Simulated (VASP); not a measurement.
# Ti9Al8 (a cell with a defect) in VASP: notebook, part 2 of 2

VASP 6.6.1. Earlier steps stand in the parts before.

## 3. Single point, PBE

File INCAR:

```
SYSTEM = Ti9Al8
PREC = Accurate
ENCUT = 520
EDIFF = 1E-6
ISMEAR = 0
SIGMA = 0.1
LREAL = Auto
LASPH = .TRUE.
NELM = 100
ALGO = Normal
ISIF = 2
LWAVE = .FALSE.
LCHARG = .FALSE.
GGA = PE
NBANDS = 80
```

File KPOINTS:

```
Automatic mesh
0
Gamma
  4 4 4
  0.5 0.5 0.5
```

File POSCAR:

```
Ti9Al8
1.0
    5.6432814777      0.0000000000      4.0782742132
    0.0000000000     -5.6432814777     -4.0782742132
    0.0000000000      5.6432814777     -4.0782742132
Ti Al
9 8
Direct
    0.2697480191      0.4954417924      0.2256625858
    0.2697662709      0.2256816040      0.4954312179
    0.2655770416      0.7796686396      0.0451883525
    0.2655334500      0.0451668717      0.7796200470
    0.7302439221      0.2256538123     -0.0440770182
    0.7344861348      0.5140676896      0.7796326815
    0.7302705024     -0.0440642626      0.2256982871
    0.7344374043      0.7795789078      0.5140504195
    0.0000063793      0.6542363160      0.6542536818
    0.4558043064      0.7305993898      0.7306130343
    0.5000011095      0.5000030329     -0.0000065823
    0.5000051851     -0.0000031958      0.5000064193
    0.5442388462      0.2748255829      0.2748121155
    0.0000221502      0.3635144739      0.3635068542
   -0.0000012404      0.7305906193      0.2748130703
   -0.0000054933      0.2748037322      0.7305986470
   -0.0000023036      0.0048732479      0.0048734251
```

Potentials or basis: VASP PAW PBE potentials, release 64 (Ti_sv, Al).

On the command line:

```sh
$ cat potpaw_PBE.64/Ti_sv/POTCAR potpaw_PBE.64/Al/POTCAR > POTCAR
$ mpirun -np 1 vasp_std > vasp.out
```

OUTCAR:

```text
SYSTEM = Ti9Al8
   PREC = Accurate
   ENCUT = 520
   EDIFF = 1E-6
   ISMEAR = 0
   LREAL = Auto
   LASPH = .TRUE.
   NELM = 100
   ISIF = 2
   GGA = PE

 ion  position               nearest neighbor table
   1  0.270  0.495  0.226-  14 2.43  11 2.60   8 2.66   3 2.66  17 2.81  16 2.83  13 2.83  12 2.90
                            15 2.92  10 2.92
   2  0.270  0.226  0.495-  14 2.43  12 2.60   4 2.66   6 2.66  17 2.81  15 2.83  13 2.83  11 2.90
                            10 2.92  16 2.92
   3  0.266  0.780  0.045-   9 2.35  12 2.59   7 2.66   1 2.66  17 2.80  13 2.83  15 2.83  10 2.92
                            16 2.92  11 2.95
   4  0.266  0.045  0.780-   9 2.35  11 2.59   2 2.66   5 2.66  17 2.80  16 2.83  13 2.83  15 2.92
                            10 2.92  12 2.95
   5  0.730  0.226  0.956-  14 2.43  12 2.60   6 2.66   4 2.66  17 2.81  10 2.83  16 2.83  11 2.90
                            13 2.92  15 2.92
   6  0.734  0.514  0.780-   9 2.35  11 2.59   5 2.66   2 2.66  17 2.80  15 2.83  10 2.83  16 2.92
                            13 2.92  12 2.95
   7  0.730  0.956  0.226-  14 2.43  11 2.60   3 2.66   8 2.66  17 2.81  15 2.83  10 2.83  12 2.90
                            16 2.92  13 2.92
   8  0.734  0.780  0.514-   9 2.35  12 2.59   1 2.66   7 2.66  17 2.80  10 2.83  16 2.83  13 2.92
                            15 2.92  11 2.95
   9  0.000  0.654  0.654-   6 2.35   8 2.35   3 2.35   4 2.35  14 2.37  13 2.85  16 2.85  15 2.85
                            10 2.85  17 2.86
  10  0.456  0.731  0.731-  14 2.81   5 2.83  11 2.83   7 2.83  12 2.83   8 2.83   6 2.83   9 2.85
                             3 2.92   4 2.92   2 2.92   1 2.92  17 3.07
  11  0.500  0.500  1.000-   4 2.59   6 2.59   1 2.60   7 2.60  10 2.83  13 2.83  15 2.83  16 2.83
                             2 2.90   5 2.90   8 2.95   3 2.95
  12  0.500  1.000  0.500-   3 2.59   8 2.59   5 2.60   2 2.60  16 2.83  10 2.83  15 2.83  13 2.83
                             1 2.90   7 2.90   6 2.95   4 2.95
  13  0.544  0.275  0.275-  14 2.81  11 2.83   2 2.83   1 2.83  12 2.83   3 2.83   4 2.83   9 2.85
                             8 2.92   6 2.92   5 2.92   7 2.92  17 3.07
  14  0.000  0.364  0.364-   9 2.37   1 2.43   2 2.43   5 2.43   7 2.43  15 2.81  13 2.81  10 2.81
                            16 2.81  17 2.93
  15  1.000  0.731  0.275-  14 2.81   7 2.83   2 2.83  11 2.83  12 2.83   6 2.83   3 2.83   9 2.85
                             8 2.92   4 2.92   1 2.92   5 2.92  17 3.07
  16  1.000  0.275  0.731-  14 2.81   1 2.83   5 2.83  12 2.83  11 2.83   4 2.83   8 2.83   9 2.85
                             6 2.92   3 2.92   7 2.92   2 2.92  17 3.07
  17  1.000  0.005  0.005-   3 2.80   4 2.80   6 2.80   8 2.80   5 2.81   7 2.81   2 2.81   1 2.81
                             9 2.86  14 2.93  10 3.07  16 3.07  15 3.07  13 3.07

  LATTYP: Found a body centered tetragonal cell.
 ALAT       =     7.9808052021
 C/A-ratio  =     1.0220207385

  Lattice vectors:

 A1 = (   0.0000000000,   5.6432814777,   4.0782742132)
 A2 = (   0.0000000000,  -5.6432814777,   4.0782742132)
 A3 = (   5.6432814777,   0.0000000000,  -4.0782742132)

Analysis of symmetry for initial positions (statically):
=====================================================================
 Subroutine PRICEL returns:
 Original cell was already a primitive cell.

 Routine SETGRP: Setting up the symmetry group for a
 body centered tetragonal supercell.

 Subroutine GETGRP returns: Found  1 space group operations
 (whereof  1 operations were pure point group operations)
 out of a pool of 16 trial point group operations.

The static configuration has the point symmetry C_1 .

Analysis of symmetry for dynamics (positions and initial velocities):
[... 124 lines left out ...]
   number of dos      NEDOS =    301   number of ions     NIONS =     17
   total plane-waves  NPLWV = 157464
   dimension x,y,z NGX =    54 NGY =   54 NGZ =   54
   dimension x,y,z NGXF=   108 NGYF=  108 NGZF=  108
   ions per type =               9   8
   NGX,Y,Z   is equivalent  to a cutoff of  12.89, 12.89, 12.89 a.u.
   NGXF,Y,Z  is equivalent  to a cutoff of  25.79, 25.79, 25.79 a.u.
 SYSTEM =  Ti9Al8
   PREC   = accura    normal or accurate (medium, high low for compatibility)
   ISTART =      0    job   : 0-new  1-cont  2-samecut
   ICHARG =      2    charge: 1-file 2-atom 10-const
   ISPIN  =      1    spin polarized calculation?
   LNONCOLLINEAR =      F non collinear calculations
   LSORBIT =      F    spin-orbit coupling
   LASPH  =      T    aspherical Exc in radial PAW
   ENCUT  =  520.0 eV  38.22 Ry    6.18 a.u.  12.95 12.95 12.95*2*pi/ulx,y,z
   NELM   =    100;   NELMIN=  2; NELMDL= -5     # of ELM steps
   EDIFF  = 0.1E-05   stopping-criterion for ELM
   LREAL  =      T    real-space projection
   EDIFFG = 0.1E-04   stopping-criterion for IOM
   NSW    =      0    number of steps for IOM
[... 5 lines left out ...]
   TEBEG  =    0.0;   TEEND  =   0.0 temperature during run
   PSTRESS=    0.0 pullay stress
   NELECT =     132.0000    total number of electrons
   NUPDOWN=      -1.0000    fix difference up-down
   EMIN   =  10.00;   EMAX   =-10.00  energy-range for DOS
   EFERMI =   0.00;   METHOD = LEGACY
   ISMEAR =     0;   SIGMA  =   0.10  broadening in eV -4-tet -1-fermi 0-gaus
   EFERMI_NEDOS =   21; number of points for ismear=-14 and -15
   IALGO  =     38    algorithm
   IMIX   =      4    mixing-type and parameters
     AMIX     =   0.40;   BMIX     =  1.00
     AMIX_MAG =   1.60;   BMIX_MAG =  1.00
  volume/ion in A,a.u.               =      15.28       103.11
  Fermi-wavevector in a.u.,A,eV,Ry     =   1.306400  2.468738 23.220806  1.706681
  Thomas-Fermi vector in A             =   2.437205
   LORBIT       =      0    0 simple, 1 ext, 2 COOP (PROOUT), +10 PAW based schemes
   GGA     = PE    functional components
   LHFCALC =     F    Hartree Fock is set to
   AEXX    =    0.0000 exact exchange contribution
   IVDW    =     0    specifies the selected vdW correction
   LEPSILON=     F    determine dielectric tensor
   LRPA    =     F    only Hartree local field effects (RPA)
 non-spin polarized calculation
 Gauss-broadening in eV      SIGMA  =   0.10
  energy-cutoff  :      520.00
  volume of cell :      259.76
 maximum number of plane-waves:      7015
 NGX is ok and might be reduce to    54
   NGX = 25   NGY = 25   NGZ = 25

 number of electron     132.0000007 magnetization

 Free energy of the ion-electron system (eV)
  ---------------------------------------------------
  ext. energy  EPLUGINS =         0.00000000
  ---------------------------------------------------
  free energy    TOTEN  =      -102.01806378 eV

  energy without entropy =     -101.94662403  energy(sigma->0) =     -101.98234391

 E-fermi :   8.9384     XC(G=0): -11.3126

 val. band max:        8.9302638743   @ k =  -0.1250   0.1250   0.3750
 cond. band min:       8.9504030466   @ k =  -0.3750  -0.3750   0.3750
 fundamental gap:      0.0201391723
 Fermi energy:         8.9384059129

 k-point     1 :       0.1250    0.1250    0.1250
  band No.  band energies     occupation
      1     -47.4933      2.00000
      2     -47.4733      2.00000
      3     -47.4594      2.00000
      4     -47.4466      2.00000
      5     -47.4025      2.00000
      6     -47.3418      2.00000
[... 1933 lines left out ...]
     77      10.2400      0.00000
     78      10.2948      0.00000

 [... further k-points ...]

 [bands above 78 left out]

------------------------ aborting loop because EDIFF is reached ----------------------------------------

  FORCE on cell =-STRESS in cart. coord.  units (eV):
  Direction    XX          YY          ZZ          XY          YZ          ZX
  --------------------------------------------------------------------------------------
  -------------------------------------------------------------------------------------
  Total       20.0463099     20.0476208     15.0836355     -0.0005347     -0.0011943      0.0004486
  in kB      123.6446071    123.6526925     93.0350868     -0.0032981     -0.0073664      0.0027670
  external PRESSURE =     113.4441288 kB  Pullay stress =       0.0000000 kB

 VOLUME and BASIS-vectors are now :
 -----------------------------------------------------------------------------
  energy-cutoff  :      520.00
  volume of cell :      259.76
      direct lattice vectors                 reciprocal lattice vectors
     5.643281478  0.000000000  4.078274213     0.177201865  0.000000000  0.000000000
     0.000000000 -5.643281478 -4.078274213     0.088600932 -0.088600932 -0.122600878
     0.000000000  5.643281478 -4.078274213     0.088600932  0.088600932 -0.122600878

 POSITION                                       TOTAL-FORCE (eV/Angst)
 -----------------------------------------------------------------------------------
      1.52226     -1.52244     -1.84076         0.003256     -0.001724     -0.006242
      1.52237      1.52227     -1.84072         0.002885      0.002949     -0.006811
      1.49873     -4.14488     -2.28090         0.008924      0.010081     -0.003464
      1.49848      4.14473     -2.28079         0.010345     -0.010034     -0.003731
      4.12097      4.12111     -1.84066        -0.003120     -0.002620     -0.007034
      4.14491      1.49866     -2.28063        -0.011439      0.009560     -0.005143
[... 9 lines left out ...]
      5.64325      2.57218     -0.02205         0.000534     -0.002415      0.001282
      5.64327      0.00000      4.03852         0.000124     -0.000045      0.006141
 -----------------------------------------------------------------------------------
    total drift:                               -0.002045     -0.000670     -0.045382

  FREE ENERGIE OF THE ION-ELECTRON SYSTEM (eV)
  ---------------------------------------------------
  free  energy   TOTEN  =      -102.0180637829 eV

  energy  without entropy=     -101.9466240274  energy(sigma->0) =     -101.98234391
```

Wall time 17 min (1 thread of Intel Xeon 6975P-C (Granite Rapids), shared host); peak memory 0.62 GiB.

What came out:

- Free energy: -102.0181 eV
- Pressure: 11.3 GPa
- Largest force: 0.053 eV/Å
- Band gap on the k mesh: zero (bands 66 and 67 overlap by 0.13 eV)

Forces on the atoms (eV/Å):
```
Ti   0.003 -0.002 -0.006
Ti   0.003  0.003 -0.007
Ti   0.009  0.010 -0.003
Ti   0.010 -0.010 -0.004
Ti  -0.003 -0.003 -0.007
Ti  -0.011  0.010 -0.005
Ti  -0.004  0.003 -0.006
Ti  -0.009 -0.010 -0.007
Ti   0.001 -0.001  0.053
Al  -0.003  0.000  0.001
Al   0.000  0.000  0.003
Al   0.000  0.000  0.002
Al   0.002  0.000  0.001
Al   0.000  0.000 -0.023
Al   0.000  0.002  0.001
Al   0.001 -0.002  0.001
Al   0.000  0.000  0.006
```
